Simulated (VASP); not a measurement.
# NbSnTe4 (P4/mmm) in VASP: notebook

NbSnTe4 is run at these levels: PBE; tasks: single point, relaxation of cell and atoms.

Program: VASP 6.6.1. These are calculated values, not measurements. Logs are shortened: lines on timing, memory, paths and dates and some standing lists are left out, and cuts for length are marked.

**1. The cell of the first run**

Symmetry: P4/mmm, No. 123, tetragonal system. Conventional cell: a = 3.521 Å, b = 3.521 Å, c = 13.268 Å, α = 90.00°, β = 90.00°, γ = 90.00°. Nb (site symmetry 4/mmm) has 8 Te at 3.07 Å and 4 Nb at 3.52 Å within 4.0 Å. Sn (site symmetry 4/mmm) has 8 Te at 3.07 Å and 4 Sn at 3.52 Å within 4.0 Å. Within 4.0 Å of Te (site symmetry 4mm) lie 6 Te at 3.04 to 3.59 Å and 4 Sn at 3.07 Å. Within 4.0 Å of Te (site symmetry 4mm) lie 6 Te at 3.04 to 3.60 Å and 4 Nb at 3.07 Å.

The cell was built from a structure type or drawn by symmetry, and may not be a known phase.

**2. Single point, PBE**

INCAR reads:

```
SYSTEM = NbSnTe4
  PREC = Accurate
  ENCUT = 520
  EDIFF = 1E-6
  ISMEAR = 0
  SIGMA = 0.1
  LREAL = .False.
  LASPH = .True.
  NELM = 80
  ALGO = Normal
  ISIF = 2
  LWAVE = .False.
  LCHARG = .False.
  GGA = PE
  NBANDS = 34
```

KPOINTS reads:

```
regular mesh
0
Gamma
  6 6 2
  0 0 0
```

POSCAR reads:

```
NbSnTe4
1.0
    3.5209460300      0.0000000000      0.0000000000
    0.0000000000      3.5209460300      0.0000000000
    0.0000000000      0.0000000000     13.2680209800
Nb Sn Te
1 1 4
Direct
    0.0000000000      0.0000000000      0.0000000000
    0.0000000000      0.0000000000      0.5000000000
    0.5000000000      0.5000000000      0.3645260000
    0.5000000000      0.5000000000      0.8643389900
    0.5000000000      0.5000000000      0.1356610100
    0.5000000000      0.5000000000      0.6354740000
```

Potentials or basis: VASP PAW PBE potentials, release 64 (Nb_sv, Sn_d, Te).

Launch:

```console
cat potpaw_PBE.64/Nb_sv/POTCAR potpaw_PBE.64/Sn_d/POTCAR potpaw_PBE.64/Te/POTCAR > POTCAR
mpirun -np 1 vasp_std > vasp.out
```

OUTCAR:

```text
SYSTEM = NbSnTe4
   PREC = Accurate
   ENCUT = 520
   EDIFF = 1E-6
   ISMEAR = 0
   LREAL = .False.
   LASPH = .True.
   NELM = 80
   ISIF = 2
   GGA = PE

 ion  position               nearest neighbor table
   1  0.000  0.000  0.000-   4 3.07   5 3.07   4 3.07   5 3.07   4 3.07   5 3.07   4 3.07   5 3.07

   2  0.000  0.000  0.500-   3 3.07   6 3.07   3 3.07   6 3.07   3 3.07   6 3.07   3 3.07   6 3.07

   3  0.500  0.500  0.365-   5 3.04   2 3.07   2 3.07   2 3.07   2 3.07   6 3.59
   4  0.500  0.500  0.864-   6 3.04   1 3.07   1 3.07   1 3.07   1 3.07   5 3.60
   5  0.500  0.500  0.136-   3 3.04   1 3.07   1 3.07   1 3.07   1 3.07   4 3.60
   6  0.500  0.500  0.635-   4 3.04   2 3.07   2 3.07   2 3.07   2 3.07   3 3.59

  LATTYP: Found a simple tetragonal cell.
 ALAT       =     3.5209460300
 C/A-ratio  =     3.7683113762

  Lattice vectors:

 A1 = (   3.5209460300,   0.0000000000,   0.0000000000)
 A2 = (   0.0000000000,   3.5209460300,   0.0000000000)
 A3 = (   0.0000000000,   0.0000000000,  13.2680209800)

Analysis of symmetry for initial positions (statically):
=====================================================================
 Subroutine PRICEL returns:
 Original cell was already a primitive cell.

 Routine SETGRP: Setting up the symmetry group for a
 simple tetragonal supercell.

 Subroutine GETGRP returns: Found 16 space group operations
 (whereof 16 operations were pure point group operations)
 out of a pool of 16 trial point group operations.

The static configuration has the point symmetry D_4h.

Analysis of symmetry for dynamics (positions and initial velocities):
=====================================================================
 Subroutine PRICEL returns:
 Original cell was already a primitive cell.

 Routine SETGRP: Setting up the symmetry group for a
 simple tetragonal supercell.

 Subroutine GETGRP returns: Found 16 space group operations
 (whereof 16 operations were pure point group operations)
 out of a pool of 16 trial point group operations.

The dynamic configuration has the point symmetry D_4h.

 Subroutine INISYM returns: Found 16 space group operations
 (whereof 16 operations are pure point group operations),
 and found     1 'primitive' translations

----------------------------------------------------------------------------------------

                                     Primitive cell

  volume of cell :     164.4845

  direct lattice vectors                    reciprocal lattice vectors
     3.520946030  0.000000000  0.000000000     0.284014578  0.000000000  0.000000000
     0.000000000  3.520946030  0.000000000     0.000000000  0.284014578  0.000000000
     0.000000000  0.000000000 13.268020980     0.000000000  0.000000000  0.075369190

  length of vectors
     3.520946030  3.520946030 13.268020980     0.284014578  0.284014578  0.075369190

  position of ions in fractional coordinates (direct lattice)
     0.000000000  0.000000000  0.000000000
     0.000000000  0.000000000  0.500000000
     0.500000000  0.500000000  0.364526000
     0.500000000  0.500000000  0.864338990
     0.500000000  0.500000000  0.135661010
     0.500000000  0.500000000  0.635474000

  ion indices of the primitive-cell ions
   primitive index   ion index
                 1           1
                 2           2
                 3           3
                 4           4
                 5           5
                 6           6

----------------------------------------------------------------------------------------

 KPOINTS: regular mesh

Automatic generation of k-mesh.
 Grid dimensions read from file:
 generate k-points for:    6    6    2

 Generating k-lattice:

  Cartesian coordinates                     Fractional coordinates (reciprocal lattice)
     0.047335763  0.000000000  0.000000000     0.166666667  0.000000000  0.000000000
     0.000000000  0.047335763  0.000000000     0.000000000  0.166666667  0.000000000
     0.000000000  0.000000000  0.037684595     0.000000000  0.000000000  0.500000000

  Length of vectors
     0.047335763  0.047335763  0.037684595

  Shift w.r.t. Gamma in fractional coordinates (k-lattice)
     0.000000000  0.000000000  0.000000000

 Subroutine IBZKPT returns following result:
 ===========================================

 Found     20 irreducible k-points:

 Following reciprocal coordinates:
            Coordinates               Weight
  0.000000  0.000000  0.000000      1.000000
  0.166667  0.000000  0.000000      4.000000
  0.333333  0.000000  0.000000      4.000000
  0.500000  0.000000  0.000000      2.000000
  0.166667  0.166667  0.000000      4.000000
  0.333333  0.166667  0.000000      8.000000
[... 12 lines left out ...]
  0.500000  0.333333  0.500000      4.000000
  0.500000  0.500000  0.500000      1.000000
   k-points           NKPTS =     20   k-points in BZ     NKDIM =     20   number of bands    NBANDS=     34
   number of dos      NEDOS =    301   number of ions     NIONS =      6
   total plane-waves  NPLWV =  78400
   dimension x,y,z NGX =    28 NGY =   28 NGZ =  100
   dimension x,y,z NGXF=    56 NGYF=   56 NGZF=  200
   ions per type =               1   1   4
   NGX,Y,Z   is equivalent  to a cutoff of  13.22, 13.22, 12.53 a.u.
   NGXF,Y,Z  is equivalent  to a cutoff of  26.44, 26.44, 25.06 a.u.
 SYSTEM =  NbSnTe4
   PREC   = accura    normal or accurate (medium, high low for compatibility)
   ISTART =      0    job   : 0-new  1-cont  2-samecut
   ICHARG =      2    charge: 1-file 2-atom 10-const
   ISPIN  =      1    spin polarized calculation?
   LNONCOLLINEAR =      F non collinear calculations
   LSORBIT =      F    spin-orbit coupling
   LASPH  =      T    aspherical Exc in radial PAW
   ENCUT  =  520.0 eV  38.22 Ry    6.18 a.u.   6.55  6.55 24.67*2*pi/ulx,y,z
   NELM   =     80;   NELMIN=  2; NELMDL= -5     # of ELM steps
   EDIFF  = 0.1E-05   stopping-criterion for ELM
   LREAL  =      F    real-space projection
   EDIFFG = 0.1E-04   stopping-criterion for IOM
   NSW    =      0    number of steps for IOM
   IBRION =     -1    ionic relax: 0-MD 1-quasi-New 2-CG
   NFREE  =      0    steps in history (QN), initial steepest desc. (CG)
   ISIF   =      2    stress and relaxation
   ISYM   =      2    0-nonsym 1-usesym 2-fastsym
   POTIM  = 0.5000    time-step for ionic-motion
   TEBEG  =    0.0;   TEEND  =   0.0 temperature during run
   PSTRESS=    0.0 pullay stress
   NELECT =      51.0000    total number of electrons
   NUPDOWN=      -1.0000    fix difference up-down
   EMIN   =  10.00;   EMAX   =-10.00  energy-range for DOS
   EFERMI =   0.00;   METHOD = LEGACY
   ISMEAR =     0;   SIGMA  =   0.10  broadening in eV -4-tet -1-fermi 0-gaus
   EFERMI_NEDOS =   21; number of points for ismear=-14 and -15
   IALGO  =     38    algorithm
   IMIX   =      4    mixing-type and parameters
     AMIX     =   0.40;   BMIX     =  1.00
     AMIX_MAG =   1.60;   BMIX_MAG =  1.00
  volume/ion in A,a.u.               =      27.41       185.00
  Fermi-wavevector in a.u.,A,eV,Ry     =   1.108043  2.093898 16.704678  1.227759
  Thomas-Fermi vector in A             =   2.244565
   LORBIT       =      0    0 simple, 1 ext, 2 COOP (PROOUT), +10 PAW based schemes
   GGA     = PE    functional components
   LHFCALC =     F    Hartree Fock is set to
   AEXX    =    0.0000 exact exchange contribution
   IVDW    =     0    specifies the selected vdW correction
   LEPSILON=     F    determine dielectric tensor
   LRPA    =     F    only Hartree local field effects (RPA)
 non-spin polarized calculation
 Gauss-broadening in eV      SIGMA  =   0.10
  energy-cutoff  :      520.00
  volume of cell :      164.48
 maximum number of plane-waves:      4497
 NGX is ok and might be reduce to    28
   NGX = 13   NGY = 13   NGZ = 49

 number of electron      51.0000010 magnetization

 Free energy of the ion-electron system (eV)
  ---------------------------------------------------
  ext. energy  EPLUGINS =         0.00000000
  ---------------------------------------------------
  free energy    TOTEN  =       -26.00120109 eV

  energy without entropy =      -25.97753954  energy(sigma->0) =      -25.98937032

 E-fermi :   8.1248     XC(G=0): -10.0752

 val. band max:        8.1027647614   @ k =   0.5000   0.1667   0.5000
 cond. band min:       8.1357533836   @ k =   0.1667   0.1667   0.0000
 fundamental gap:      0.0329886221
 Fermi energy:         8.1247710996

 k-point     1 :       0.0000    0.0000    0.0000
  band No.  band energies     occupation
      1     -47.3478      2.00000
      2     -23.3843      2.00000
      3     -23.3170      2.00000
      4     -23.3170      2.00000
      5     -13.6453      2.00000
      6     -13.5948      2.00000
[... 26 lines left out ...]
     33      11.9901      0.00000
     34      12.6420      0.00000

 k-point     2 :       0.1667    0.0000    0.0000
  band No.  band energies     occupation
      1     -47.3458      2.00000
      2     -23.3800      2.00000
      3     -23.3502      2.00000
      4     -23.3141      2.00000
      5     -13.6293      2.00000
      6     -13.5840      2.00000
[... 26 lines left out ...]
     33      12.1024      0.00000
     34      13.1365      0.00000

 k-point     3 :       0.3333    0.0000    0.0000
  band No.  band energies     occupation
      1     -47.3419      2.00000
      2     -23.4158      2.00000
      3     -23.3714      2.00000
      4     -23.3082      2.00000
      5     -13.6135      2.00000
      6     -13.6018      2.00000
[... 26 lines left out ...]
     33      11.9030      0.00000
     34      12.3600      0.00000
[... 556 lines left out ...]
 k-point    19 :       0.5000    0.3333    0.5000
  band No.  band energies     occupation
      1     -47.3342      2.00000
      2     -23.4337      2.00000
      3     -23.3982      2.00000
      4     -23.3564      2.00000
      5     -13.6187      2.00000
      6     -13.6028      2.00000
[... 26 lines left out ...]
     33      10.8035      0.00000
     34      11.3894      0.00000

 k-point    20 :       0.5000    0.5000    0.5000
  band No.  band energies     occupation
      1     -47.3323      2.00000
      2     -23.4288      2.00000
      3     -23.4288      2.00000
      4     -23.3528      2.00000
      5     -13.6332      2.00000
      6     -13.5989      2.00000
[... 26 lines left out ...]
     33      10.4255      0.00000
     34      10.7129      0.00000

------------------------ aborting loop because EDIFF is reached ----------------------------------------

  FORCE on cell =-STRESS in cart. coord.  units (eV):
  Direction    XX          YY          ZZ          XY          YZ          ZX
  --------------------------------------------------------------------------------------
  -------------------------------------------------------------------------------------
  Total        4.0444524      4.0444524      2.5105972      0.0000000      0.0000000      0.0000000
  in kB       39.3953922     39.3953922     24.4547219      0.0000000      0.0000000      0.0000000
  external PRESSURE =      34.4151688 kB  Pullay stress =       0.0000000 kB

 VOLUME and BASIS-vectors are now :
 -----------------------------------------------------------------------------
  energy-cutoff  :      520.00
  volume of cell :      164.48
      direct lattice vectors                 reciprocal lattice vectors
     3.520946030  0.000000000  0.000000000     0.284014578  0.000000000  0.000000000
     0.000000000  3.520946030  0.000000000     0.000000000  0.284014578  0.000000000
     0.000000000  0.000000000 13.268020980     0.000000000  0.000000000  0.075369190

 POSITION                                       TOTAL-FORCE (eV/Angst)
 -----------------------------------------------------------------------------------
      0.00000      0.00000      0.00000         0.000000      0.000000      0.000000
      0.00000      0.00000      6.63401         0.000000      0.000000      0.000000
      1.76047      1.76047      4.83654         0.000000     -0.000000     -0.581232
      1.76047      1.76047     11.46807         0.000000      0.000000      2.159871
      1.76047      1.76047      1.79995        -0.000000     -0.000000     -2.159871
      1.76047      1.76047      8.43148        -0.000000     -0.000000      0.581232
 -----------------------------------------------------------------------------------
    total drift:                               -0.000000      0.000000      0.000000

  FREE ENERGIE OF THE ION-ELECTRON SYSTEM (eV)
  ---------------------------------------------------
  free  energy   TOTEN  =       -26.0012010907 eV

  energy  without entropy=      -25.9775395446  energy(sigma->0) =      -25.98937032
```

It took 80 s on 1 thread of Intel Xeon Platinum 8559C (Emerald Rapids), shared host; peak memory 0.32 GiB.

Results:

```
Free energy            : -26.0012 eV
Pressure               : 3.4 GPa
Largest force          : 2.160 eV/Å
Band gap on the k mesh : zero (an odd number of electrons rules out a gap without spin polarisation)
```

Forces in eV/Å, atoms in the order of the input:
```
Nb   0.000  0.000  0.000
Sn   0.000  0.000  0.000
Te   0.000  0.000 -0.581
Te   0.000  0.000  2.160
Te   0.000  0.000 -2.160
Te   0.000  0.000  0.581
```

Stress tensor (GPa, compression positive):
```
3.94 0.00 0.00
0.00 3.94 0.00
0.00 0.00 2.45
```

Levels at points of the mesh, in eV from the Fermi level:
| k point | band 22 | band 23 | band 24 | band 25 | band 26 | band 27 | band 28 | band 29 |
| --- | --- | --- | --- | --- | --- | --- | --- | --- |
| (0.00, 0.00, 0.00) | -0.68 | -0.12 | -0.12 | 0.15 | 0.18 | 0.18 | 0.61 | 1.15 |
| (0.50, 0.00, 0.00) | -1.46 | -0.96 | 0.23 | 0.48 | 0.53 | 0.63 | 1.46 | 2.00 |
| (0.50, 0.50, 0.00) | -3.58 | -3.58 | -2.04 | -1.60 | -0.39 | -0.39 | 0.81 | 0.81 |
| (0.00, 0.00, 0.50) | -1.17 | -0.41 | -0.41 | 0.44 | 0.44 | 0.53 | 0.59 | 1.15 |
| (0.50, 0.00, 0.50) | -1.46 | -1.22 | 0.02 | 0.33 | 0.53 | 0.92 | 1.27 | 1.76 |
| (0.50, 0.50, 0.50) | -3.44 | -3.44 | -3.37 | -0.53 | -0.24 | 0.13 | 0.57 | 0.57 |

Caveat: the cell stands under pressure; spin-orbit coupling is left out, which moves the levels of the heavy elements; forces of over 1 eV/Å act on the atoms, so gaps and moduli don't describe the material at rest.

(Part 1 of 4 ends here.)
